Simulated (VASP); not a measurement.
# Ni in VASP: single point with PBE

Aim: the single point of Ni with PBE.

Program: VASP 6.6.1. These are calculated values, not measurements. Logs are shortened: lines on timing, memory, paths and dates and some standing lists are left out, and cuts for length are marked.

## Step 1: The cell of the first run

The cell holds a slab with vacuum, 6 atoms: a = 2.488 Å, b = 3.519 Å, c = 22.220 Å, α = 90.00°, β = 90.00°, γ = 90.00°.

## Step 2: Single point, PBE, collinear spin, ferromagnetic start

INCAR

```
ALGO = Normal
DIPOL = 0.5 0.5 0.500
EDIFF = 1E-6
ENCUT = 520
GGA = PE
IDIPOL = 3
ISIF = 2
ISMEAR = -1
ISPIN = 2
KPAR = 4
LASPH = T
LCHARG = T
LDIPOL = T
LMAXMIX = 4
LORBIT = 11
LREAL = F
LVACPOTAV = T
LVHAR = T
LWAVE = F
MAGMOM = 1 1 1 1 1 1
NBANDS = 43
NELM = 150
PREC = Accurate
SIGMA = 0.05
```

KPOINTS

```
k-points
0
Gamma
  15 10 1
```

POSCAR

```
Ni
1.0
    2.4880369585      0.0000000000      0.0000000000
    0.0000000000      3.5186156104      0.0000000000
    0.0000000000      0.0000000000     22.2201000000
Ni
6
Direct
    0.2500000000      0.2500000000      0.3647376638
    0.7500000000      0.7500000000      0.4150258317
    0.2500000000      0.2500000000      0.4719347671
    0.7500000000      0.7500000000      0.5280652216
    0.2500000000      0.2500000000      0.5849741631
    0.7500000000      0.7500000000      0.6352623527
```

Potentials or basis: VASP PAW PBE potentials, release 64 (Ni).

On the command line:

```bash
$ cat potpaw_PBE.64/Ni/POTCAR > POTCAR
$ mpirun -np 4 vasp_std > vasp.out
```

OUTCAR:

```text
EDIFF = 1E-6
   ENCUT = 520
   GGA = PE
   ISIF = 2
   ISMEAR = -1
   ISPIN = 2
   LASPH = T
   LORBIT = 11
   LREAL = F
   NELM = 150
   PREC = Accurate

 ion  position               nearest neighbor table
   1  0.250  0.250  0.365-   3 2.38   2 2.43   2 2.43   2 2.43   2 2.43
   2  0.750  0.750  0.415-   1 2.43   1 2.43   1 2.43   1 2.43   3 2.50   3 2.50   3 2.50   3 2.50
                             4 2.51
   3  0.250  0.250  0.472-   1 2.38   4 2.49   4 2.49   4 2.49   4 2.49   2 2.50   2 2.50   2 2.50
                             2 2.50   5 2.51
   4  0.750  0.750  0.528-   6 2.38   3 2.49   3 2.49   3 2.49   3 2.49   5 2.50   5 2.50   5 2.50
                             5 2.50   2 2.51
   5  0.250  0.250  0.585-   6 2.43   6 2.43   6 2.43   6 2.43   4 2.50   4 2.50   4 2.50   4 2.50
                             3 2.51
   6  0.750  0.750  0.635-   4 2.38   5 2.43   5 2.43   5 2.43   5 2.43

  LATTYP: Found a simple orthorhombic cell.
 ALAT       =     2.4880369585
 B/A-ratio  =     1.4142135624
 C/A-ratio  =     8.9307756961

  Lattice vectors:

 A1 = (   2.4880369585,   0.0000000000,   0.0000000000)
 A2 = (   0.0000000000,   3.5186156104,   0.0000000000)
 A3 = (   0.0000000000,   0.0000000000,  22.2201000000)

Analysis of symmetry for initial positions (statically):
=====================================================================
 Subroutine PRICEL returns:
 Original cell was already a primitive cell.

 Routine SETGRP: Setting up the symmetry group for a
 simple orthorhombic supercell.

 Subroutine GETGRP returns: Found  8 space group operations
 (whereof  2 operations were pure point group operations)
 out of a pool of  8 trial point group operations.

The static configuration has the point symmetry S_2 .
 The point group associated with its full space group is D_2h.

Analysis of symmetry for dynamics (positions and initial velocities):
=====================================================================
 Subroutine PRICEL returns:
 Original cell was already a primitive cell.

 Routine SETGRP: Setting up the symmetry group for a
 simple orthorhombic supercell.

 Subroutine GETGRP returns: Found  8 space group operations
 (whereof  2 operations were pure point group operations)
 out of a pool of  8 trial point group operations.

The dynamic configuration has the point symmetry S_2 .
 The point group associated with its full space group is D_2h.

Analysis of structural, dynamic, and magnetic symmetry:
=====================================================================
 Subroutine PRICEL returns:
 Original cell was already a primitive cell.

 Routine SETGRP: Setting up the symmetry group for a
 simple orthorhombic supercell.

 Subroutine GETGRP returns: Found  8 space group operations
 (whereof  2 operations were pure point group operations)
 out of a pool of  8 trial point group operations.

The overall configuration has the point symmetry S_2 .
 The point group associated with its full space group is D_2h.

 Subroutine INISYM returns: Found  8 space group operations
 (whereof  2 operations are pure point group operations),
 and found     1 'primitive' translations

----------------------------------------------------------------------------------------

                                     Primitive cell

  volume of cell :     194.5247

  direct lattice vectors                    reciprocal lattice vectors
     2.488036958  0.000000000  0.000000000     0.401923290  0.000000000  0.000000000
     0.000000000  3.518615610  0.000000000     0.000000000  0.284202684  0.000000000
     0.000000000  0.000000000 22.220100000     0.000000000  0.000000000  0.045004298

  length of vectors
     2.488036958  3.518615610 22.220100000     0.401923290  0.284202684  0.045004298

  position of ions in fractional coordinates (direct lattice)
     0.250000000  0.250000000  0.364737664
     0.750000000  0.750000000  0.415025832
     0.250000000  0.250000000  0.471934767
     0.750000000  0.750000000  0.528065222
     0.250000000  0.250000000  0.584974163
     0.750000000  0.750000000  0.635262353

  ion indices of the primitive-cell ions
   primitive index   ion index
                 1           1
                 2           2
                 3           3
                 4           4
                 5           5
                 6           6
[... 33 lines left out ...]
  0.266667  0.000000  0.000000      2.000000
  0.333333  0.000000  0.000000      2.000000
[... 16 lines left out ...]
  0.400000  0.200000  0.000000      4.000000
  0.466667  0.200000  0.000000      4.000000
 [... further k-points ...]
   k-points           NKPTS =     48   k-points in BZ     NKDIM =     48   number of bands    NBANDS=     43
   number of dos      NEDOS =    301   number of ions     NIONS =      6
   total plane-waves  NPLWV =  94080
   dimension x,y,z NGX =    20 NGY =   28 NGZ =  168
   dimension x,y,z NGXF=    40 NGYF=   56 NGZF=  336
   ions per type =               6
   NGX,Y,Z   is equivalent  to a cutoff of  13.36, 13.23, 12.57 a.u.
   NGXF,Y,Z  is equivalent  to a cutoff of  26.73, 26.46, 25.14 a.u.
 SYSTEM =  unknown system
   PREC   = accura    normal or accurate (medium, high low for compatibility)
   ISTART =      0    job   : 0-new  1-cont  2-samecut
   ICHARG =      2    charge: 1-file 2-atom 10-const
   ISPIN  =      2    spin polarized calculation?
   LNONCOLLINEAR =      F non collinear calculations
   LSORBIT =      F    spin-orbit coupling
   LASPH  =      T    aspherical Exc in radial PAW
   ENCUT  =  520.0 eV  38.22 Ry    6.18 a.u.   4.63  6.54 41.31*2*pi/ulx,y,z
   NELM   =    150;   NELMIN=  2; NELMDL= -5     # of ELM steps
   EDIFF  = 0.1E-05   stopping-criterion for ELM
   LREAL  =      F    real-space projection
[... 7 lines left out ...]
   TEBEG  =    0.0;   TEEND  =   0.0 temperature during run
   PSTRESS=    0.0 pullay stress
   NELECT =      60.0000    total number of electrons
   NUPDOWN=      -1.0000    fix difference up-down
   EMIN   =  10.00;   EMAX   =-10.00  energy-range for DOS
   EFERMI =   0.00;   METHOD = LEGACY
   ISMEAR =    -1;   SIGMA  =   0.05  broadening in eV -4-tet -1-fermi 0-gaus
   EFERMI_NEDOS =   21; number of points for ismear=-14 and -15
   IALGO  =     38    algorithm
   IMIX   =      4    mixing-type and parameters
     AMIX     =   0.40;   BMIX     =  1.00
     AMIX_MAG =   1.60;   BMIX_MAG =  1.00
  volume/ion in A,a.u.               =      32.42       218.79
  Fermi-wavevector in a.u.,A,eV,Ry     =   1.106115  2.090255 16.646603  1.223491
  Thomas-Fermi vector in A             =   2.242612
   LORBIT       =     11    0 simple, 1 ext, 2 COOP (PROOUT), +10 PAW based schemes
   GGA     = PE    functional components
   LHFCALC =     F    Hartree Fock is set to
   AEXX    =    0.0000 exact exchange contribution
   IVDW    =     0    specifies the selected vdW correction
   LEPSILON=     F    determine dielectric tensor
   LRPA    =     F    only Hartree local field effects (RPA)
 spin polarized calculation
  energy-cutoff  :      520.00
  volume of cell :      194.52
 maximum number of plane-waves:      5287
 NGX is ok and might be reduce to    20
   NGX =  9   NGY = 13   NGZ = 83

 number of electron      60.0000015 magnetization       4.0609155

 dipolmoment           0.000000      0.000000      0.000003 electrons x Angstroem

 Free energy of the ion-electron system (eV)
  ---------------------------------------------------
  ext. energy  EPLUGINS =         0.00000000
  ---------------------------------------------------
  free energy    TOTEN  =       -30.39812342 eV

  energy without entropy =      -30.31132694  energy(sigma->0) =      -30.35472518

 E-fermi :   0.2582     XC(G=0):  -5.3348

 val. band max:        0.2573946490   @ k =   0.4000   0.5000   0.0000
 cond. band min:       0.2626739647   @ k =   0.3333   0.3000   0.0000
 fundamental gap:      0.0052793157
 Fermi energy:         0.2582032381

 spin component 1

 k-point     1 :       0.0000    0.0000    0.0000
  band No.  band energies     occupation
      1      -8.2254      1.00000
      2      -6.7010      1.00000
      3      -4.6551      1.00000
      4      -4.1643      1.00000
      5      -3.8104      1.00000
      6      -3.6503      1.00000
[... 1069 lines left out ...]
     41       9.5628      0.00000
     42       9.6607      0.00000

 [... further k-points ...]

 spin component 2

 k-point     1 :       0.0000    0.0000    0.0000
  band No.  band energies     occupation
      1      -8.2564      1.00000
      2      -6.7169      1.00000
      3      -4.5619      1.00000
      4      -3.7645      1.00000
      5      -3.1518      1.00000
      6      -3.1286      1.00000
[... 1069 lines left out ...]
     41       9.6228      0.00000
     42       9.8831      0.00000

 [... further k-points ...]

 [bands above 42 left out]

------------------------ aborting loop because EDIFF is reached ----------------------------------------

  FORCE on cell =-STRESS in cart. coord.  units (eV):
  Direction    XX          YY          ZZ          XY          YZ          ZX
  --------------------------------------------------------------------------------------
  -------------------------------------------------------------------------------------
  Total       -1.6623428     -1.1548671     -0.0164741      0.0000000      0.0000000      0.0000000
  in kB      -13.6916731     -9.5119143     -0.1356869      0.0000000      0.0000000      0.0000000
  external PRESSURE =      -7.7797581 kB  Pullay stress =       0.0000000 kB

 VOLUME and BASIS-vectors are now :
 -----------------------------------------------------------------------------
  energy-cutoff  :      520.00
  volume of cell :      194.52
      direct lattice vectors                 reciprocal lattice vectors
     2.488036958  0.000000000  0.000000000     0.401923290  0.000000000  0.000000000
     0.000000000  3.518615610  0.000000000     0.000000000  0.284202684  0.000000000
     0.000000000  0.000000000 22.220100000     0.000000000  0.000000000  0.045004298

 POSITION                                       TOTAL-FORCE (eV/Angst)
 -----------------------------------------------------------------------------------
      0.62201      0.87965      8.10451         0.000000      0.000000     -0.002194
      1.86603      2.63896      9.22192         0.000000     -0.000000      0.007451
      0.62201      0.87965     10.48644        -0.000000     -0.000000     -0.007131
      1.86603      2.63896     11.73366         0.000000     -0.000000      0.007131
      0.62201      0.87965     12.99818         0.000000      0.000000     -0.007451
      1.86603      2.63896     14.11559         0.000000     -0.000000      0.002194
 -----------------------------------------------------------------------------------
    total drift:                               -0.000000      0.000000      0.000539

  FREE ENERGIE OF THE ION-ELECTRON SYSTEM (eV)
  ---------------------------------------------------
  free  energy   TOTEN  =       -30.3981234204 eV

  energy  without entropy=      -30.3113269394  energy(sigma->0) =      -30.35472518

 vacuum level on the upper side and lower side of the slab         4.686         4.686

 total charge

# of ion       s       p       d       tot
------------------------------------------
    1        0.484   0.327   8.333   9.145
    2        0.501   0.482   8.311   9.294
    3        0.497   0.495   8.322   9.315
    4        0.497   0.495   8.322   9.315
    5        0.501   0.482   8.311   9.294
    6        0.484   0.327   8.333   9.145
--------------------------------------------------
tot          2.965   2.609  49.933  55.507

 magnetization (x)

# of ion       s       p       d       tot
------------------------------------------
    1       -0.001  -0.018   0.789   0.770
    2       -0.008  -0.026   0.677   0.644
    3       -0.007  -0.025   0.677   0.646
    4       -0.007  -0.025   0.677   0.646
    5       -0.008  -0.026   0.677   0.644
    6       -0.001  -0.018   0.789   0.770
--------------------------------------------------
tot         -0.030  -0.137   4.287   4.120
```

Wall time 9.3 min (4 MPI ranks of Oxide Virtual Turin-like, shared host); peak memory 0.71 GiB.

What came out:

```
Free energy                                           : -30.3981 eV
Largest force                                         : 0.007 eV/Å
Net moment                                            : 4.06 μB per cell
Site moments                                          : Ni +0.77, +0.64, +0.65 (each value once) μB
Valence electrons inside the program's atomic spheres : Ni 9.14, 9.29, 9.31 (each value once)
```

Forces on the atoms (eV/Å):
```
Ni   0.000  0.000 -0.002
Ni   0.000  0.000  0.007
Ni   0.000  0.000 -0.007
Ni   0.000  0.000  0.007
Ni   0.000  0.000 -0.007
Ni   0.000  0.000  0.002
```
